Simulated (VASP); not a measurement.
Runs of VASP 6.6.1 on SnTe. The structure is that of space group I4/mmm (No. 139), or close to it. The cells are those of the table. 

```csv
cell,gap on the mesh (eV),pressure (GPa)
"a = 4.478, b = 4.478, c = 4.107 Å, angles 62.7, 62.7, 54.6°, 2 atoms",none,(b)
"a = 4.561, b = 4.561, c = 4.285 Å, angles 62.0, 62.0, 56.0°, 2 atoms",none,3.8
"a = 4.646, b = 4.646, c = 4.821 Å, angles 58.7, 58.7, 62.5°, 2 atoms",0.13,(a)
"a = 4.383, b = 4.383, c = 4.107 Å, angles 62.1, 62.1, 55.9°, 2 atoms",none,12.3
"a = 4.646, b = 4.646, c = 4.464 Å, angles 61.3, 61.3, 57.4°, 2 atoms",(d),-0.6
"a = 4.554, b = 4.554, c = 4.643 Å, angles 59.4, 59.4, 61.3°, 2 atoms",(c),-1.1
"a = 4.197, b = 4.197, c = 4.285 Å, angles 59.3, 59.3, 61.4°, 2 atoms",none,13.8
"a = 4.376, b = 4.376, c = 4.464 Å, angles 59.3, 59.3, 61.3°, 2 atoms",0.29,4.4
```

Alike in all rows: task single point; level PBE; potentials or basis VASP PAW PBE potentials, release 64 (Sn_d, Te); no spin polarisation; k mesh 10 × 10 × 10; cutoff (eV) 520; smearing gaussian 0.03 eV.

Problem. Estimate the missing entries.

Solution. (a) -2.9; (b) 10.7; (c) 0.07; (d) 0.09.

Caveats: spin-orbit coupling is left out, which moves the levels of the heavy elements.

A k mesh can miss the band edges, and the runs leave out spin-orbit coupling on Sn, Te.

A gap of «none» marks levels without a gap at the run's occupations.
